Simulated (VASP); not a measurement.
# S (Cmce) in VASP: single point with PBE

Aim: the single point of S with PBE.

All numbers are computed with VASP 6.6.1; they aren't measurements. Logs are shortened: lines on timing, memory, paths and dates and some standing lists are left out, and cuts for length are marked.

### Step 1. The cell of the first run

Symmetry: Cmce, No. 64, orthorhombic system. Conventional cell: a = 4.809 Å, b = 8.146 Å, c = 4.810 Å, α = 90.00°, β = 90.00°, γ = 90.00°. S (site symmetry m) has 7 S at 2.64 to 2.96 Å within 3.5 Å.

### Step 2. Single point, PBE

Contents of POSCAR:

```
S
1.0
    2.4045800000      4.0728470000      0.0000000000
    2.4045800000     -4.0728470000      0.0000000000
    0.0000000000      0.0000000000     -4.8102230000
S
4
Direct
    0.1549000000      0.8451000000      0.9190000000
    0.3451000000      0.6549000000      0.4190000000
    0.8451000000      0.1549000000      0.0810000000
    0.6549000000      0.3451000000      0.5810000000
```

Contents of INCAR.step1:

```
PREC = Accurate
ENCUT = 520
EDIFF = 1E-7
ISMEAR = -1
SIGMA = 0.1
LREAL = False
LASPH = True
NELM = 100
ALGO = Normal
ISIF = 2
LWAVE = False
LCHARG = True
GGA = PE
NBANDS = 20
```

Contents of KPOINTS.step1:

```
regular mesh
0
Gamma
  8 8 7
```

Contents of INCAR.step2:

```
PREC = Accurate
ENCUT = 520
EDIFF = 1E-7
ISMEAR = -5
SIGMA = 0.1
LREAL = False
LASPH = True
NELM = 100
ALGO = Normal
ISIF = 2
LWAVE = False
LCHARG = False
GGA = PE
LORBIT = 11
NBANDS = 20
NEDOS = 1001
ICHARG = 11
```

Contents of KPOINTS.step2:

```
regular mesh
0
Gamma
  12 12 11
```

Potentials or basis: VASP PAW PBE potentials, release 64 (S).

The run is started by

```console
> cat potpaw_PBE.64/S/POTCAR > POTCAR
> cp INCAR.step1 INCAR
> cp KPOINTS.step1 KPOINTS
> mpirun -np 1 vasp_std > vasp.out
> cp INCAR.step2 INCAR
> cp KPOINTS.step2 KPOINTS
> mpirun -np 1 vasp_std > vasp.out
```

OUTCAR:

```text
PREC = Accurate
   ENCUT = 520
   EDIFF = 1E-7
   ISMEAR = -5
   LREAL = False
   LASPH = True
   NELM = 100
   ISIF = 2
   GGA = PE
   LORBIT = 11
   ICHARG = 11

 ion  position               nearest neighbor table
   1  0.155  0.845  0.919-   3 2.64
   2  0.345  0.655  0.419-   4 2.64
   3  0.845  0.155  0.081-   1 2.64
   4  0.655  0.345  0.581-   2 2.64

  LATTYP: Found a base centered orthorhombic cell.
 ALAT       =     4.8091600000
 B/A-ratio  =     1.6937872726
 C/A-ratio  =     1.0002210365

  Lattice vectors:

 A1 = (   2.4045800000,   4.0728470000,   0.0000000000)
 A2 = (   2.4045800000,  -4.0728470000,   0.0000000000)
 A3 = (   0.0000000000,   0.0000000000,  -4.8102230000)

Analysis of symmetry for initial positions (statically):
=====================================================================
 Subroutine PRICEL returns:
 Original cell was already a primitive cell.

 Routine SETGRP: Setting up the symmetry group for a
 base centered orthorhombic supercell.

 Subroutine GETGRP returns: Found  8 space group operations
 (whereof  4 operations were pure point group operations)
 out of a pool of  8 trial point group operations.

The static configuration has the point symmetry C_2h.
 The point group associated with its full space group is D_2h.

Analysis of symmetry for dynamics (positions and initial velocities):
=====================================================================
 Subroutine PRICEL returns:
 Original cell was already a primitive cell.

 Routine SETGRP: Setting up the symmetry group for a
 base centered orthorhombic supercell.

 Subroutine GETGRP returns: Found  8 space group operations
 (whereof  4 operations were pure point group operations)
 out of a pool of  8 trial point group operations.

The dynamic configuration has the point symmetry C_2h.
 The point group associated with its full space group is D_2h.

 Subroutine INISYM returns: Found  8 space group operations
 (whereof  4 operations are pure point group operations),
 and found     1 'primitive' translations

----------------------------------------------------------------------------------------

                                     Primitive cell

  volume of cell :      94.2177

  direct lattice vectors                    reciprocal lattice vectors
     2.404580000  4.072847000  0.000000000     0.207936521  0.122764248  0.000000000
     2.404580000 -4.072847000  0.000000000     0.207936521 -0.122764248  0.000000000
     0.000000000  0.000000000 -4.810223000     0.000000000  0.000000000 -0.207890570

  length of vectors
     4.729702703  4.729702703  4.810223000     0.241471856  0.241471856  0.207890570

  position of ions in fractional coordinates (direct lattice)
     0.154900000  0.845100000  0.919000000
     0.345100000  0.654900000  0.419000000
     0.845100000  0.154900000  0.081000000
     0.654900000  0.345100000  0.581000000

  ion indices of the primitive-cell ions
   primitive index   ion index
                 1           1
                 2           2
                 3           3
                 4           4

----------------------------------------------------------------------------------------

 KPOINTS: regular mesh

Automatic generation of k-mesh.
 Grid dimensions read from file:
 generate k-points for:   12   12   11

 Generating k-lattice:

  Cartesian coordinates                     Fractional coordinates (reciprocal lattice)
     0.017328043  0.010230354  0.000000000     0.083333333 -0.000000000  0.000000000
     0.017328043 -0.010230354  0.000000000    -0.000000000  0.083333333  0.000000000
     0.000000000  0.000000000 -0.018899143     0.000000000  0.000000000  0.090909091

  Length of vectors
     0.020122655  0.020122655  0.018899143

  Shift w.r.t. Gamma in fractional coordinates (k-lattice)
     0.000000000  0.000000000  0.000000000

 TETIRR: Found   2382 inequivalent tetrahedra from     9504

 Subroutine IBZKPT returns following result:
 ===========================================

 Found    258 irreducible k-points:

 Following reciprocal coordinates:
            Coordinates               Weight
  0.000000  0.000000  0.000000      1.000000
  0.083333  0.000000  0.000000      4.000000
  0.166667  0.000000  0.000000      4.000000
  0.250000  0.000000  0.000000      4.000000
  0.333333  0.000000  0.000000      4.000000
  0.416667  0.000000  0.000000      4.000000
[... 16 lines left out ...]
  0.500000  0.166667  0.000000      4.000000
 -0.416667  0.166667  0.000000      4.000000
 [... further k-points ...]
   k-points           NKPTS =    258   k-points in BZ     NKDIM =    258   number of bands    NBANDS=     20
   number of dos      NEDOS =   1001   number of ions     NIONS =      4
   total plane-waves  NPLWV =  46656
   dimension x,y,z NGX =    36 NGY =   36 NGZ =   36
   dimension x,y,z NGXF=    72 NGYF=   72 NGZF=   72
   ions per type =               4
   NGX,Y,Z   is equivalent  to a cutoff of  12.65, 12.65, 12.44 a.u.
   NGXF,Y,Z  is equivalent  to a cutoff of  25.31, 25.31, 24.88 a.u.
 SYSTEM =  unknown system
   PREC   = accura    normal or accurate (medium, high low for compatibility)
   ISTART =      0    job   : 0-new  1-cont  2-samecut
   ICHARG =     11    charge: 1-file 2-atom 10-const
   ISPIN  =      1    spin polarized calculation?
   LNONCOLLINEAR =      F non collinear calculations
   LSORBIT =      F    spin-orbit coupling
   LASPH  =      T    aspherical Exc in radial PAW
   ENCUT  =  520.0 eV  38.22 Ry    6.18 a.u.   8.79  8.79  8.94*2*pi/ulx,y,z
   NELM   =    100;   NELMIN=  2; NELMDL=  0     # of ELM steps
   EDIFF  = 0.1E-06   stopping-criterion for ELM
   LREAL  =      F    real-space projection
   EDIFFG = 0.1E-05   stopping-criterion for IOM
   NSW    =      0    number of steps for IOM
   IBRION =     -1    ionic relax: 0-MD 1-quasi-New 2-CG
   NFREE  =      0    steps in history (QN), initial steepest desc. (CG)
   ISIF   =      2    stress and relaxation
   ISYM   =      2    0-nonsym 1-usesym 2-fastsym
   POTIM  = 0.5000    time-step for ionic-motion
   TEBEG  =    0.0;   TEEND  =   0.0 temperature during run
   PSTRESS=    0.0 pullay stress
   NELECT =      24.0000    total number of electrons
   NUPDOWN=      -1.0000    fix difference up-down
   EMIN   =  10.00;   EMAX   =-10.00  energy-range for DOS
   EFERMI =   0.00;   METHOD = LEGACY
   ISMEAR =    -5;   SIGMA  =   0.10  broadening in eV -4-tet -1-fermi 0-gaus
   EFERMI_NEDOS =   21; number of points for ismear=-14 and -15
   IALGO  =     38    algorithm
   IMIX   =      4    mixing-type and parameters
     AMIX     =   0.40;   BMIX     =  1.00
     AMIX_MAG =   1.60;   BMIX_MAG =  1.00
  volume/ion in A,a.u.               =      23.55       158.95
  Fermi-wavevector in a.u.,A,eV,Ry     =   1.037770  1.961101 14.653017  1.076966
  Thomas-Fermi vector in A             =   2.172223
   LORBIT       =     11    0 simple, 1 ext, 2 COOP (PROOUT), +10 PAW based schemes
   GGA     = PE    functional components
   LHFCALC =     F    Hartree Fock is set to
   AEXX    =    0.0000 exact exchange contribution
   IVDW    =     0    specifies the selected vdW correction
   LEPSILON=     F    determine dielectric tensor
   LRPA    =     F    only Hartree local field effects (RPA)
 non-spin polarized calculation
 Fermi weights with tetrahedron method with Bloechl corrections
  energy-cutoff  :      520.00
  volume of cell :       94.22
 maximum number of plane-waves:      2561

 number of electron      24.0000001 magnetization

 Free energy of the ion-electron system (eV)
  ---------------------------------------------------
  ext. energy  EPLUGINS =         0.00000000
  ---------------------------------------------------
  free energy    TOTEN  =       -11.81959732 eV

  energy without entropy =      -11.81959732  energy(sigma->0) =      -11.81959732

 E-fermi :   2.9314     XC(G=0):  -9.0444

 val. band max:        3.0164374633   @ k =   0.5000   0.0000   0.2727
 cond. band min:       2.8624719150   @ k =   0.1667   0.0833   0.0000
 fundamental gap:     -0.1539655482
 Fermi energy:         2.9314332711

 k-point     1 :       0.0000    0.0000    0.0000
  band No.  band energies     occupation
      1     -11.5266      2.00000
      2      -8.8460      2.00000
      3      -7.8620      2.00000
      4      -7.7931      2.00000
      5      -1.3678      2.00000
      6      -1.2719      2.00000
[... 12 lines left out ...]
     19      10.2919      0.00000
     20      10.3365      0.00000

 k-point     2 :       0.0833    0.0000    0.0000
  band No.  band energies     occupation
      1     -11.4869      2.00000
      2      -8.8585      2.00000
      3      -7.9306      2.00000
      4      -7.8058      2.00000
      5      -1.3594      2.00000
      6      -1.2690      2.00000
[... 12 lines left out ...]
     19      10.4755      0.00000
     20      10.6450      0.00000

 k-point     3 :       0.1667    0.0000    0.0000
  band No.  band energies     occupation
      1     -11.3689      2.00000
      2      -8.9196      2.00000
      3      -8.0912      2.00000
      4      -7.8429      2.00000
      5      -1.4581      2.00000
      6      -1.0079      2.00000
[... 12 lines left out ...]
     19      10.8016      0.00000
     20      11.3146      0.00000

 k-point     4 :       0.2500    0.0000    0.0000
  band No.  band energies     occupation
      1     -11.1753      2.00000
      2      -9.0968      2.00000
      3      -8.2267      2.00000
      4      -7.9015      2.00000
      5      -1.4938      2.00000
      6      -0.8085      2.00000
[... 12 lines left out ...]
     19      11.0339      0.00000
     20      12.1231      0.00000

 k-point     5 :       0.3333    0.0000    0.0000
  band No.  band energies     occupation
      1     -10.9113      2.00000
      2      -9.4156      2.00000
      3      -8.2606      2.00000
      4      -7.9769      2.00000
      5      -1.4598      2.00000
      6      -0.9757      2.00000
[... 12 lines left out ...]
     19      11.1747      0.00000
     20      12.2882      0.00000

 k-point     6 :       0.4167    0.0000    0.0000
  band No.  band energies     occupation
      1     -10.5854      2.00000
      2      -9.8084      2.00000
      3      -8.2213      2.00000
      4      -8.0622      2.00000
      5      -1.3703      2.00000
      6      -1.1259      2.00000
[... 12 lines left out ...]
     19      11.5874      0.00000
     20      11.8305      0.00000

 k-point     7 :       0.5000    0.0000    0.0000
  band No.  band energies     occupation
      1     -10.2107      2.00000
      2     -10.2107      2.00000
      3      -8.1480      2.00000
      4      -8.1480      2.00000
      5      -1.2528      2.00000
      6      -1.2528      2.00000
[... 12 lines left out ...]
     19      11.7132      0.00000
     20      11.7132      0.00000
[... 277 lines left out ...]
 k-point    20 :       0.2500    0.1667    0.0000
  band No.  band energies     occupation
      1     -10.8058      2.00000
      2      -9.2725      2.00000
      3      -8.8958      2.00000
      4      -7.6306      2.00000
      5      -1.3131      2.00000
      6      -1.1278      2.00000
[... 12 lines left out ...]
     19      10.9670      0.00000
     20      12.6559      0.00000

 k-point    21 :       0.3333    0.1667    0.0000
  band No.  band energies     occupation
      1     -10.4930      2.00000
      2      -9.7061      2.00000
      3      -8.8546      2.00000
      4      -7.6400      2.00000
      5      -1.2970      2.00000
      6      -1.1634      2.00000
[... 12 lines left out ...]
     19      11.1139      0.00000
     20      12.5306      0.00000

 k-point    22 :       0.4167    0.1667    0.0000
  band No.  band energies     occupation
      1     -10.1397      2.00000
      2     -10.1194      2.00000
      3      -8.7867      2.00000
      4      -7.6803      2.00000
      5      -1.2055      2.00000
      6      -1.1999      2.00000
[... 12 lines left out ...]
     19      11.0943      0.00000
     20      12.7212      0.00000

 k-point    23 :       0.5000    0.1667    0.0000
  band No.  band energies     occupation
      1     -10.4931      2.00000
      2      -9.7709      2.00000
      3      -8.6931      2.00000
      4      -7.7337      2.00000
      5      -1.3166      2.00000
      6      -1.1406      2.00000
[... 12 lines left out ...]
     19      11.0806      0.00000
     20      12.3305      0.00000

 k-point    24 :      -0.4167    0.1667    0.0000
  band No.  band energies     occupation
      1     -10.8136      2.00000
      2      -9.4245      2.00000
      3      -8.5757      2.00000
      4      -7.7763      2.00000
      5      -1.4692      2.00000
      6      -1.2458      2.00000
[... 12 lines left out ...]
     19      11.2755      0.00000
     20      11.9107      0.00000

 [... further k-points ...]
[... 5 lines left out ...]
  --------------------------------------------------------------------------------------
  -------------------------------------------------------------------------------------
  Total       -5.4939188     -7.8293936     -2.9355080      0.0000000     -0.0000000      0.0000000
  in kB      -93.4243927   -133.1392719    -49.9184755      0.0000000     -0.0000000      0.0000000
  external PRESSURE =     -92.1607134 kB  Pullay stress =       0.0000000 kB

 VOLUME and BASIS-vectors are now :
 -----------------------------------------------------------------------------
  energy-cutoff  :      520.00
  volume of cell :       94.22
      direct lattice vectors                 reciprocal lattice vectors
     2.404580000  4.072847000  0.000000000     0.207936521  0.122764248  0.000000000
     2.404580000 -4.072847000  0.000000000     0.207936521 -0.122764248  0.000000000
     0.000000000  0.000000000 -4.810223000     0.000000000  0.000000000 -0.207890570

 POSITION                                       TOTAL-FORCE (eV/Angst)
 -----------------------------------------------------------------------------------
      2.40458     -2.81108     -4.42059         0.000000     -0.838063     -0.042454
      2.40458     -1.26177     -2.01548         0.000000      0.838063     -0.042454
      2.40458      2.81108     -0.38963         0.000000      0.838063      0.042454
      2.40458      1.26177     -2.79474         0.000000     -0.838063      0.042454
 -----------------------------------------------------------------------------------
    total drift:                               -0.000000     -0.000000     -0.000000

  FREE ENERGIE OF THE ION-ELECTRON SYSTEM (eV)
  ---------------------------------------------------
  free  energy   TOTEN  =       -11.8195973154 eV

  energy  without entropy=      -11.8195973154  energy(sigma->0) =      -11.81959732

 total charge

# of ion       s       p       d       tot
------------------------------------------
    1        1.433   2.016   0.000   3.449
    2        1.433   2.016   0.000   3.449
    3        1.433   2.016   0.000   3.449
    4        1.433   2.016   0.000   3.449
--------------------------------------------------
tot          5.731   8.065   0.000  13.796
```

Run time: 6.5 min. Hardware: 1 thread of Intel Xeon 8259CL, shared host; peak memory 0.44 GiB.

Results:

| Quantity | Value |
| --- | --- |
| Valence electrons inside the program's atomic spheres | S 3.45 |

Levels at points of the mesh, in eV from the Fermi level:
```
           k point  band 9  band 10  band 11  band 12  band 13  band 14  band 15  band 16
(0.00, 0.00, 0.00)   -2.29    -2.02    -0.54     0.12     0.32     0.40     0.81     0.98
(0.50, 0.00, 0.00)   -1.92    -1.92    -0.30    -0.30     0.43     0.43     1.68     1.68
(0.50, 0.50, 0.00)   -2.11    -1.78    -1.24    -1.09     1.11     1.12     1.60     2.17
```
